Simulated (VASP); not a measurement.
# Sc (Im-3m) in VASP: single point with PBE

Aim: the single point of Sc with PBE.

Program: VASP 6.6.1. These are calculated values, not measurements. Logs are shortened: lines on timing, memory, paths and dates and some standing lists are left out, and cuts for length are marked.

### 1 The cell of the first run

It takes space group Im-3m (No. 229, cubic). The conventional cell has a = 3.557 Å, b = 3.557 Å, c = 3.557 Å, α = 90.00°, β = 90.00°, γ = 90.00°. Sc (site symmetry m-3m) has 14 Sc at 3.08 to 3.56 Å within 4.1 Å.

### 2 Single point, PBE, collinear spin, zero start

INCAR reads:

```
PREC = Accurate ; ENCUT = 500
EDIFF = 1E-6 ; ISMEAR = -1
SIGMA = 0.1 ; LREAL = False
LASPH = True ; NELM = 200
ALGO = Normal ; ISIF = 2
LWAVE = False ; LCHARG = False
ISPIN = 2 ; MAGMOM = 0
LORBIT = 11 ; LMAXMIX = 4
GGA = PE ; NBANDS = 16
GGA_COMPAT = False
```

KPOINTS reads:

```
regular mesh
0
Gamma
  8 8 8
```

POSCAR reads:

```
Sc
1.0
   -1.7785000000      1.7785000000      1.7785000000
    1.7785000000     -1.7785000000      1.7785000000
    1.7785000000      1.7785000000     -1.7785000000
Sc
1
Direct
    0.0000000000      0.0000000000      0.0000000000
```

Potentials or basis: VASP PAW PBE potentials, release 64 (Sc_sv).

Launch:

```
$ cat potpaw_PBE.64/Sc_sv/POTCAR > POTCAR
$ mpirun -np 1 vasp_std > vasp.out
```

OUTCAR:

```text
PREC = Accurate
   ENCUT = 500
   EDIFF = 1E-6
   ISMEAR = -1
   LREAL = False
   LASPH = True
   NELM = 200
   ISIF = 2
   ISPIN = 2
   LORBIT = 11
   GGA = PE

 ion  position               nearest neighbor table
   1  0.000  0.000  0.000-

  LATTYP: Found a body centered cubic cell.
 ALAT       =     3.5570000000

  Lattice vectors:

 A1 = (  -1.7785000000,   1.7785000000,   1.7785000000)
 A2 = (   1.7785000000,  -1.7785000000,   1.7785000000)
 A3 = (   1.7785000000,   1.7785000000,  -1.7785000000)

Analysis of symmetry for initial positions (statically):
=====================================================================
 Subroutine PRICEL returns:
 Original cell was already a primitive cell.

 Routine SETGRP: Setting up the symmetry group for a
 body centered cubic supercell.

 Subroutine GETGRP returns: Found 48 space group operations
 (whereof 48 operations were pure point group operations)
 out of a pool of 48 trial point group operations.

The static configuration has the point symmetry O_h .

Analysis of symmetry for dynamics (positions and initial velocities):
=====================================================================
 Subroutine PRICEL returns:
 Original cell was already a primitive cell.

 Routine SETGRP: Setting up the symmetry group for a
 body centered cubic supercell.

 Subroutine GETGRP returns: Found 48 space group operations
 (whereof 48 operations were pure point group operations)
 out of a pool of 48 trial point group operations.

The dynamic configuration has the point symmetry O_h .

Analysis of structural, dynamic, and magnetic symmetry:
=====================================================================
 Subroutine PRICEL returns:
 Original cell was already a primitive cell.

 Routine SETGRP: Setting up the symmetry group for a
 body centered cubic supercell.

 Subroutine GETGRP returns: Found 48 space group operations
 (whereof 48 operations were pure point group operations)
 out of a pool of 48 trial point group operations.

The overall configuration has the point symmetry O_h .

 Subroutine INISYM returns: Found 48 space group operations
 (whereof 48 operations are pure point group operations),
 and found     1 'primitive' translations

----------------------------------------------------------------------------------------

                                     Primitive cell

[... 97 lines left out ...]
   TEBEG  =    0.0;   TEEND  =   0.0 temperature during run
   PSTRESS=    0.0 pullay stress
   NELECT =      11.0000    total number of electrons
   NUPDOWN=      -1.0000    fix difference up-down
   EMIN   =  10.00;   EMAX   =-10.00  energy-range for DOS
   EFERMI =   0.00;   METHOD = LEGACY
   ISMEAR =    -1;   SIGMA  =   0.10  broadening in eV -4-tet -1-fermi 0-gaus
   EFERMI_NEDOS =   21; number of points for ismear=-14 and -15
   IALGO  =     38    algorithm
   IMIX   =      4    mixing-type and parameters
     AMIX     =   0.40;   BMIX     =  1.00
     AMIX_MAG =   1.60;   BMIX_MAG =  1.00
  volume/ion in A,a.u.               =      22.50       151.85
  Fermi-wavevector in a.u.,A,eV,Ry     =   1.289630  2.437048 22.628476  1.663146
  Thomas-Fermi vector in A             =   2.421511
   LORBIT       =     11    0 simple, 1 ext, 2 COOP (PROOUT), +10 PAW based schemes
   GGA     = PE    functional components
   LHFCALC =     F    Hartree Fock is set to
   AEXX    =    0.0000 exact exchange contribution
   IVDW    =     0    specifies the selected vdW correction
   LEPSILON=     F    determine dielectric tensor
   LRPA    =     F    only Hartree local field effects (RPA)
 spin polarized calculation
  energy-cutoff  :      500.00
  volume of cell :       22.50
 maximum number of plane-waves:       603
 NGX is ok and might be reduce to    24
   NGX = 11   NGY = 11   NGZ = 11

 number of electron      10.9999997 magnetization       0.0000009

 number of electron      10.9999997 magnetization      -0.0000012

 Free energy of the ion-electron system (eV)
  ---------------------------------------------------
  ext. energy  EPLUGINS =         0.00000000
  ---------------------------------------------------
  free energy    TOTEN  =        -6.13941418 eV

  energy without entropy =       -6.06634454  energy(sigma->0) =       -6.10287936

 E-fermi :   4.3596     XC(G=0): -10.2505

 val. band max:        4.3436873241   @ k =   0.3750   0.1250   0.1250
 cond. band min:       4.3791584998   @ k =   0.3750   0.2500   0.0000
 fundamental gap:      0.0354711757
 Fermi energy:         4.3595591594

 spin component 1

 k-point     1 :       0.0000    0.0000    0.0000
  band No.  band energies     occupation
      1     -44.9868      1.00000
      2     -23.3343      1.00000
      3     -23.3343      1.00000
      4     -23.3343      1.00000
      5      -1.0533      1.00000
      6       5.9383      0.00000
[... 435 lines left out ...]
      5       2.8718      1.00000
      6       4.0540      0.95503
[... 8 lines left out ...]
     15      25.0888      0.00000
     16      25.8746      0.00000

 [... further k-points ...]

 spin component 2

 k-point     1 :       0.0000    0.0000    0.0000
  band No.  band energies     occupation
      1     -44.9868      1.00000
      2     -23.3344      1.00000
      3     -23.3344      1.00000
      4     -23.3344      1.00000
      5      -1.0533      1.00000
      6       5.9383      0.00000
[... 435 lines left out ...]
      5       2.8718      1.00000
      6       4.0540      0.95503
[... 8 lines left out ...]
     15      25.0888      0.00000
     16      25.8746      0.00000

 [... further k-points ...]
[... 5 lines left out ...]
  --------------------------------------------------------------------------------------
  -------------------------------------------------------------------------------------
  Total        0.8956576      0.8956576      0.8956576      0.0000000      0.0000000      0.0000000
  in kB       63.7721446     63.7721446     63.7721446      0.0000000      0.0000000      0.0000000
  external PRESSURE =      63.7721446 kB  Pullay stress =       0.0000000 kB

 VOLUME and BASIS-vectors are now :
 -----------------------------------------------------------------------------
  energy-cutoff  :      500.00
  volume of cell :       22.50
      direct lattice vectors                 reciprocal lattice vectors
    -1.778500000  1.778500000  1.778500000     0.000000000  0.281135789  0.281135789
     1.778500000 -1.778500000  1.778500000     0.281135789  0.000000000  0.281135789
     1.778500000  1.778500000 -1.778500000     0.281135789  0.281135789  0.000000000

 POSITION                                       TOTAL-FORCE (eV/Angst)
 -----------------------------------------------------------------------------------
      0.00000      0.00000      0.00000        -0.000000      0.000000      0.000000
 -----------------------------------------------------------------------------------
    total drift:                               -0.000000      0.000000      0.000000

  FREE ENERGIE OF THE ION-ELECTRON SYSTEM (eV)
  ---------------------------------------------------
  free  energy   TOTEN  =        -6.1394141770 eV

  energy  without entropy=       -6.0663445445  energy(sigma->0) =       -6.10287936

 total charge

# of ion       s       p       d       tot
------------------------------------------
    1        2.287   6.121   1.057   9.465

 magnetization (x)

# of ion       s       p       d       tot
------------------------------------------
    1        0.000   0.000  -0.000  -0.000
```

Run time: 7.6 s. Hardware: 1 thread of Intel Xeon 6975P-C (Granite Rapids), shared host; peak memory 0.15 GiB.

What came out:

| Item | Value |
| --- | --- |
| Free energy | -6.1394 eV |
| Pressure | 6.4 GPa |
| Net moment | 0.00 μB per cell |
| Valence electrons inside the program's atomic spheres | Sc 9.46 |
